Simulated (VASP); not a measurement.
A run of VASP 6.6.1 is set up as follows.

Contents of INCAR:

```
PREC     = Accurate       # precision mode
ENCUT    = 500            # plane-wave cutoff, eV
EDIFF    = 1E-6           # SCF threshold, eV
ISMEAR   = 1              # smearing method
SIGMA    = 0.05           # smearing width, eV
LREAL    = F              # projectors in reciprocal space
LASPH    = T              # aspherical terms in the spheres
NELM     = 120            # most SCF steps
ALGO     = Normal         # electronic algorithm
ISIF     = 2              # what is computed and relaxed
LWAVE    = F              # write WAVECAR
LCHARG   = T              # write CHGCAR
GGA      = PS             # functional
LELF     = T              # ELF
LVHAR    = T            
NBANDS   = 10             # bands
GGA_COMPAT= F
```

File KPOINTS:

```
Automatic mesh
0
Gamma
  13 13 13
```

POSCAR

```
Na
1.0
    0.0000000000      1.9994343542      1.9994343542
    1.9994343542      0.0000000000      1.9994343542
    1.9994343542      1.9994343542      0.0000000000
Na
1
Direct
    0.0000000000      0.0000000000      0.0000000000
```

Potentials or basis: VASP PAW PBE potentials, release 64 (Na_pv).

Run with:

```console
$ cat potpaw_PBE.64/Na_pv/POTCAR > POTCAR
$ mpirun -np 1 vasp_std > vasp.out
```

Problem. Predict the pressure.

Solution. 29.8 GPa.

Problem. What does it give for the band gap on the k mesh?

Solution. Zero (an odd number of electrons rules out a gap without spin polarisation).

Caveat: the cell stands under pressure; the PAW data sets were made with another functional, which shifts forces and pressure a little.
